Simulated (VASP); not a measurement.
# BN (P6_3mc) in VASP: further runs

The runs below take BN through single point, with r2SCAN.

Program: VASP 6.6.1. These are calculated values, not measurements. Logs are shortened: lines on timing, memory, paths and dates and some standing lists are left out, and cuts for length are marked.

**1. The cell of the first run**

The structure is hexagonal, space group P6_3mc (No. 186). Conventional cell: a = 2.492 Å, b = 2.492 Å, c = 4.123 Å, α = 90.00°, β = 90.00°, γ = 120.00°. B (site symmetry 3m) has 4 N at 1.53 to 1.54 Å within 2.0 Å. Within 2.0 Å of N (site symmetry 3m) lie 4 B at 1.53 to 1.54 Å.

**2. Single point, r2SCAN (volume scaled by 0.94, then relaxed in part)**

File POSCAR:

```
BN
1.0
    2.4916738518      0.0000000000      0.0000000000
   -1.2458369259      2.1578528536      0.0000000000
    0.0000000000      0.0000000000      4.1230410050
B N
2 2
Direct
    0.6666666667      0.3333333333      0.9995787065
    0.3333333333      0.6666666667      0.4995787065
    0.6666666667      0.3333333333      0.6254212935
    0.3333333333      0.6666666667      0.1254212935
```

File INCAR.step1:

```
SYSTEM = BN
  ALGO = Normal
  EDIFF = 1E-4
  ENCUT = 520
  GGA = PE
  ISMEAR = 0
  LASPH = .TRUE.
  LCHARG = .FALSE.
  LREAL = .FALSE.
  LWAVE = .TRUE.
  NBANDS = 16
  NELM = 100
  PREC = Accurate
  SIGMA = 0.02
```

File INCAR.step2:

```
SYSTEM = BN
  ALGO = Normal
  EDIFF = 1E-7
  ENCUT = 520
  ISIF = 2
  ISMEAR = 0
  ISTART = 1
  LASPH = .TRUE.
  LCHARG = .FALSE.
  LMIXTAU = .TRUE.
  LREAL = .FALSE.
  LWAVE = .FALSE.
  METAGGA = R2SCAN
  NBANDS = 16
  NELM = 100
  PREC = Accurate
  SIGMA = 0.02
```

File KPOINTS:

```
k-points
0
G
  12 12 6
  0 0 0
```

Potentials or basis: VASP PAW PBE potentials, release 64 (B, N).

Started as:

```
cat potpaw_PBE.64/B/POTCAR potpaw_PBE.64/N/POTCAR > POTCAR
cp INCAR.step1 INCAR
mpirun -np 1 vasp_std > vasp.out
cp INCAR.step2 INCAR
mpirun -np 1 vasp_std > vasp.out
```

OUTCAR:

```text
SYSTEM = BN
   EDIFF = 1E-7
   ENCUT = 520
   ISIF = 2
   ISMEAR = 0
   ISTART = 1
   LASPH = .TRUE.
   LREAL = .FALSE.
   METAGGA = R2SCAN
   NELM = 100
   PREC = Accurate

 ion  position               nearest neighbor table
   1  0.667  0.333  1.000-   4 1.53   4 1.53   4 1.53   3 1.54
   2  0.333  0.667  0.500-   3 1.53   3 1.53   3 1.53   4 1.54
   3  0.667  0.333  0.625-   2 1.53   2 1.53   2 1.53   1 1.54
   4  0.333  0.667  0.125-   1 1.53   1 1.53   1 1.53   2 1.54

  LATTYP: Found a hexagonal cell.
 ALAT       =     2.4916738518
 C/A-ratio  =     1.6547274042

  Lattice vectors:

 A1 = (   2.4916738518,   0.0000000000,   0.0000000000)
 A2 = (  -1.2458369259,   2.1578528536,   0.0000000000)
 A3 = (   0.0000000000,   0.0000000000,   4.1230410050)

Analysis of symmetry for initial positions (statically):
=====================================================================
 Subroutine PRICEL returns:
 Original cell was already a primitive cell.

 Routine SETGRP: Setting up the symmetry group for a
 hexagonal supercell.

 Subroutine GETGRP returns: Found 12 space group operations
 (whereof  6 operations were pure point group operations)
 out of a pool of 24 trial point group operations.

The static configuration has the point symmetry C_3v.
 The point group associated with its full space group is C_6v.

Analysis of symmetry for dynamics (positions and initial velocities):
=====================================================================
 Subroutine PRICEL returns:
 Original cell was already a primitive cell.

 Routine SETGRP: Setting up the symmetry group for a
 hexagonal supercell.

 Subroutine GETGRP returns: Found 12 space group operations
 (whereof  6 operations were pure point group operations)
 out of a pool of 24 trial point group operations.

The dynamic configuration has the point symmetry C_3v.
 The point group associated with its full space group is C_6v.

 Subroutine INISYM returns: Found 12 space group operations
 (whereof  6 operations are pure point group operations),
 and found     1 'primitive' translations

----------------------------------------------------------------------------------------

                                     Primitive cell

  volume of cell :      22.1682

  direct lattice vectors                    reciprocal lattice vectors
     2.491673852  0.000000000  0.000000000     0.401336635  0.231711814  0.000000000
    -1.245836926  2.157852854  0.000000000     0.000000000  0.463423629  0.000000000
     0.000000000  0.000000000  4.123041005     0.000000000  0.000000000  0.242539426

  length of vectors
     2.491673852  2.491673852  4.123041005     0.463423629  0.463423629  0.242539426

  position of ions in fractional coordinates (direct lattice)
     0.666666667  0.333333333  0.999578707
     0.333333333  0.666666667  0.499578707
     0.666666667  0.333333333  0.625421293
     0.333333333  0.666666667  0.125421293

  ion indices of the primitive-cell ions
   primitive index   ion index
                 1           1
                 2           2
                 3           3
                 4           4

----------------------------------------------------------------------------------------

 KPOINTS: k-points

Automatic generation of k-mesh.
 Grid dimensions read from file:
 generate k-points for:   12   12    6

 Generating k-lattice:

  Cartesian coordinates                     Fractional coordinates (reciprocal lattice)
     0.033444720  0.019309318  0.000000000     0.083333333  0.000000000  0.000000000
     0.000000000  0.038618636  0.000000000     0.000000000  0.083333333  0.000000000
     0.000000000  0.000000000  0.040423238     0.000000000  0.000000000  0.166666667

  Length of vectors
     0.038618636  0.038618636  0.040423238

  Shift w.r.t. Gamma in fractional coordinates (k-lattice)
     0.000000000  0.000000000  0.000000000

 Subroutine IBZKPT returns following result:
 ===========================================

 Found     76 irreducible k-points:

 Following reciprocal coordinates:
            Coordinates               Weight
  0.000000  0.000000  0.000000      1.000000
  0.083333  0.000000  0.000000      6.000000
  0.166667 -0.000000  0.000000      6.000000
  0.250000  0.000000  0.000000      6.000000
  0.333333  0.000000  0.000000      6.000000
  0.416667  0.000000  0.000000      6.000000
[... 16 lines left out ...]
  0.250000  0.000000  0.166667     12.000000
  0.333333  0.000000  0.166667     12.000000
 [... further k-points ...]
   k-points           NKPTS =     76   k-points in BZ     NKDIM =     76   number of bands    NBANDS=     16
   number of dos      NEDOS =    301   number of ions     NIONS =      4
   total plane-waves  NPLWV =  12800
   dimension x,y,z NGX =    20 NGY =   20 NGZ =   32
   dimension x,y,z NGXF=    40 NGYF=   40 NGZF=   64
   ions per type =               2   2
   NGX,Y,Z   is equivalent  to a cutoff of  13.34, 13.34, 12.90 a.u.
   NGXF,Y,Z  is equivalent  to a cutoff of  26.69, 26.69, 25.81 a.u.
 SYSTEM =  BN
   PREC   = accura    normal or accurate (medium, high low for compatibility)
   ISTART =      1    job   : 0-new  1-cont  2-samecut
   ICHARG =      0    charge: 1-file 2-atom 10-const
   ISPIN  =      1    spin polarized calculation?
   LNONCOLLINEAR =      F non collinear calculations
   LSORBIT =      F    spin-orbit coupling
   LASPH  =      T    aspherical Exc in radial PAW
   ENCUT  =  520.0 eV  38.22 Ry    6.18 a.u.   4.63  4.63  7.67*2*pi/ulx,y,z
   NELM   =    100;   NELMIN=  2; NELMDL=  0     # of ELM steps
   EDIFF  = 0.1E-06   stopping-criterion for ELM
   LREAL  =      F    real-space projection
   EDIFFG = 0.1E-05   stopping-criterion for IOM
   NSW    =      0    number of steps for IOM
   IBRION =     -1    ionic relax: 0-MD 1-quasi-New 2-CG
   NFREE  =      0    steps in history (QN), initial steepest desc. (CG)
   ISIF   =      2    stress and relaxation
   ISYM   =      2    0-nonsym 1-usesym 2-fastsym
   POTIM  = 0.5000    time-step for ionic-motion
   TEBEG  =    0.0;   TEEND  =   0.0 temperature during run
   PSTRESS=    0.0 pullay stress
   NELECT =      16.0000    total number of electrons
   NUPDOWN=      -1.0000    fix difference up-down
   EMIN   =  10.00;   EMAX   =-10.00  energy-range for DOS
   EFERMI =   0.00;   METHOD = LEGACY
   ISMEAR =     0;   SIGMA  =   0.02  broadening in eV -4-tet -1-fermi 0-gaus
   EFERMI_NEDOS =   21; number of points for ismear=-14 and -15
   IALGO  =     38    algorithm
   IMIX   =      4    mixing-type and parameters
     AMIX     =   0.40;   BMIX     =  1.00
     AMIX_MAG =   1.60;   BMIX_MAG =  1.00
  volume/ion in A,a.u.               =       5.54        37.40
  Fermi-wavevector in a.u.,A,eV,Ry     =   1.468491  2.775045 29.340496  2.156466
  Thomas-Fermi vector in A             =   2.583982
   LORBIT       =      0    0 simple, 1 ext, 2 COOP (PROOUT), +10 PAW based schemes
   METAGGA = R2SCAN    functional components
   LHFCALC =     F    Hartree Fock is set to
   AEXX    =    0.0000 exact exchange contribution
   IVDW    =     0    specifies the selected vdW correction
   LEPSILON=     F    determine dielectric tensor
   LRPA    =     F    only Hartree local field effects (RPA)
 non-spin polarized calculation
 Gauss-broadening in eV      SIGMA  =   0.02
  energy-cutoff  :      520.00
  volume of cell :       22.17
 maximum number of plane-waves:       610
 NGX is ok and might be reduce to    20
   NGX =  9   NGY =  9   NGZ = 15

 number of electron      15.9999998 magnetization

 Free energy of the ion-electron system (eV)
  ---------------------------------------------------
  ext. energy  EPLUGINS =         0.00000000
  ---------------------------------------------------
  free energy    TOTEN  =       -38.13767866 eV

  energy without entropy =      -38.13767866  energy(sigma->0) =      -38.13767866

 E-fermi :   8.4453     XC(G=0): -13.9771

 val. band max:        8.2333394921   @ k =   0.0000   0.0000   0.0000
 cond. band min:      13.8241909788   @ k =   0.3333   0.3333   0.0000
 fundamental gap:      5.5908514867
 Fermi energy:         8.4452603968

 k-point     1 :       0.0000    0.0000    0.0000
  band No.  band energies     occupation
      1     -14.0218      2.00000
      2      -9.4836      2.00000
      3      -3.7340      2.00000
      4       5.8794      2.00000
      5       5.8794      2.00000
      6       7.9077      2.00000
[... 8 lines left out ...]
     15      21.4841      0.00000
     16      26.5218      0.00000

 k-point     2 :       0.0833    0.0000    0.0000
  band No.  band energies     occupation
      1     -13.8571      2.00000
      2      -9.3559      2.00000
      3      -3.5714      2.00000
      4       5.1259      2.00000
      5       5.5635      2.00000
      6       7.6093      2.00000
[... 8 lines left out ...]
     15      21.9936      0.00000
     16      26.2003      0.00000

 k-point     3 :       0.1667   -0.0000    0.0000
  band No.  band energies     occupation
      1     -13.3679      2.00000
      2      -8.9907      2.00000
      3      -3.0900      2.00000
      4       3.3095      2.00000
      5       4.8248      2.00000
      6       6.0740      2.00000
[... 8 lines left out ...]
     15      23.3209      0.00000
     16      25.2122      0.00000

 k-point     4 :       0.2500    0.0000    0.0000
  band No.  band energies     occupation
      1     -12.5724      2.00000
      2      -8.4557      2.00000
      3      -2.3125      2.00000
      4       1.1553      2.00000
      5       4.0006      2.00000
      6       4.1393      2.00000
[... 8 lines left out ...]
     15      25.0475      0.00000
     16      25.5908      0.00000

 k-point     5 :       0.3333    0.0000    0.0000
  band No.  band energies     occupation
      1     -11.5150      2.00000
      2      -7.9353      2.00000
      3      -1.3202      2.00000
      4      -0.7454      2.00000
      5       2.1964      2.00000
      6       3.3084      2.00000
[... 8 lines left out ...]
     15      26.1555      0.00000
     16      26.7336      0.00000

 k-point     6 :       0.4167    0.0000    0.0000
  band No.  band energies     occupation
      1     -10.3180      2.00000
      2      -7.8290      2.00000
      3      -1.9397      2.00000
      4      -0.2088      2.00000
      5       0.6232      2.00000
      6       2.8597      2.00000
[... 8 lines left out ...]
     15      26.3626      0.00000
     16      27.9587      0.00000
[... 267 lines left out ...]
 k-point    21 :       0.0833    0.0000    0.1667
  band No.  band energies     occupation
      1     -13.6768      2.00000
      2      -9.9694      2.00000
      3      -2.6424      2.00000
      4       5.2627      2.00000
      5       5.6992      2.00000
      6       6.7514      2.00000
[... 8 lines left out ...]
     15      21.6594      0.00000
     16      25.8764      0.00000

 k-point    22 :       0.1667   -0.0000    0.1667
  band No.  band energies     occupation
      1     -13.1901      2.00000
      2      -9.5730      2.00000
      3      -2.2176      2.00000
      4       3.4681      2.00000
      5       4.9706      2.00000
      6       5.5935      2.00000
[... 8 lines left out ...]
     15      22.9645      0.00000
     16      25.3633      0.00000

 k-point    23 :       0.2500    0.0000    0.1667
  band No.  band energies     occupation
      1     -12.4000      2.00000
      2      -8.9742      2.00000
      3      -1.5969      2.00000
      4       1.3916      2.00000
      5       3.6627      2.00000
      6       4.1544      2.00000
[... 8 lines left out ...]
     15      24.6555      0.00000
     16      25.7325      0.00000

 k-point    24 :       0.3333    0.0000    0.1667
  band No.  band energies     occupation
      1     -11.3533      2.00000
      2      -8.3293      2.00000
      3      -1.4351      2.00000
      4       0.1444      2.00000
      5       1.7016      2.00000
      6       3.4675      2.00000
[... 8 lines left out ...]
     15      26.2790      0.00000
     16      26.7270      0.00000

 [... further k-points ...]
[... 5 lines left out ...]
  --------------------------------------------------------------------------------------
  -------------------------------------------------------------------------------------
  Total        3.9420887      3.9420887      3.9375328      0.0000000      0.0000000      0.0000000
  in kB      284.9090876    284.9090876    284.5798125      0.0000000      0.0000000      0.0000000
  external PRESSURE =     284.7993292 kB  Pullay stress =       0.0000000 kB

 VOLUME and BASIS-vectors are now :
 -----------------------------------------------------------------------------
  energy-cutoff  :      520.00
  volume of cell :       22.17
      direct lattice vectors                 reciprocal lattice vectors
     2.491673852  0.000000000  0.000000000     0.401336635  0.231711814  0.000000000
    -1.245836926  2.157852854  0.000000000     0.000000000  0.463423629  0.000000000
     0.000000000  0.000000000  4.123041005     0.000000000  0.000000000  0.242539426

 POSITION                                       TOTAL-FORCE (eV/Angst)
 -----------------------------------------------------------------------------------
      1.24584      0.71928      4.12130        -0.000000      0.000000     -0.005833
     -0.00000      1.43857      2.05978         0.000000     -0.000000     -0.005833
      1.24584      0.71928      2.57864        -0.000000      0.000000      0.005833
     -0.00000      1.43857      0.51712         0.000000      0.000000      0.005833
 -----------------------------------------------------------------------------------
    total drift:                               -0.000000     -0.000000      0.001953

  FREE ENERGIE OF THE ION-ELECTRON SYSTEM (eV)
  ---------------------------------------------------
  free  energy   TOTEN  =       -38.1376786646 eV

  energy  without entropy=      -38.1376786646  energy(sigma->0) =      -38.13767866
```

It took 88 s on 1 thread of Intel Xeon 6975P-C (Granite Rapids), shared host; peak memory 0.15 GiB.

What came out:

| Item | Value |
| --- | --- |
| Free energy | -38.1377 eV |
| Pressure | 28.5 GPa |
| Largest force | 0.006 eV/Å |
| Band gap on the k mesh | 5.59 eV, indirect (least direct gap 9.28 eV) |

Forces on the atoms (eV/Å):
```
B    0.000  0.000 -0.006
B    0.000  0.000 -0.006
N    0.000  0.000  0.006
N    0.000  0.000  0.006
```

Caveat: the PAW data sets were made with another functional, which shifts forces and pressure a little.

(Continued in part 2 of 4.)
